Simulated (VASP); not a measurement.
Wanted: the native input for a VASP 6.6.1 run.

| Property | Result |
| --- | --- |
| Task | single point |
| Functional | PBE |
| Potentials or basis | VASP PAW PBE potentials, release 64 (Ta_pv, Si) |
| Cutoff | 500 eV |
| k mesh | 6 × 6 × 6 |
| Occupations | gaussian, width 0.2 eV |
| Spin | no spin polarisation |
| Dipole correction | no |
| Further INCAR settings | ALGO = Normal; EDIFF = 1e-06; NBANDS = 16 |

The structure of TaSi2 lies in POSCAR:

```
TaSi2
1.0
   -1.6429980854      1.6429980854      4.0997999783
    1.6429980854     -1.6429980854      4.0997999783
    1.6429980854      1.6429980854     -4.0997999783
Ta Si
1 2
Direct
    0.5000000000      0.5000000000      0.0000000000
    0.8317724345      0.8317724345      0.0000000000
    0.1682275655      0.1682275655      0.0000000000
```

The cell was built from a structure type or drawn by symmetry, and may not be a known phase.

These files were run (other wordings do the same):

INCAR

```
PREC = Accurate
ENCUT = 500
EDIFF = 1E-6
ISMEAR = 0
SIGMA = 0.2
LREAL = F
LASPH = T
NELM = 120
ALGO = Normal
ISIF = 2
LWAVE = F
LCHARG = F
GGA = PE
NBANDS = 16
GGA_COMPAT = F
```

KPOINTS

```
Automatic mesh
0
Gamma
  6 6 6
```

Potentials or basis: VASP PAW PBE potentials, release 64 (Ta_pv, Si).

Launch:

```console
$ cat potpaw_PBE.64/Ta_pv/POTCAR potpaw_PBE.64/Si/POTCAR > POTCAR
$ mpirun -np 1 vasp_std > vasp.out
```

Results of the run:

```json
{
 "Pressure": "0.2 GPa",
 "Largest force": "0.005 eV/Å",
 "Band gap on the k mesh": "zero (an odd number of electrons rules out a gap without spin polarisation)"
}
```

Caveat: spin-orbit coupling is left out, which moves the levels of the heavy elements.

Wall time 21 s on 1 thread of AMD EPYC 9R45 96-Core Processor (Zen 5) (shared host), peak memory 0.18 GiB.
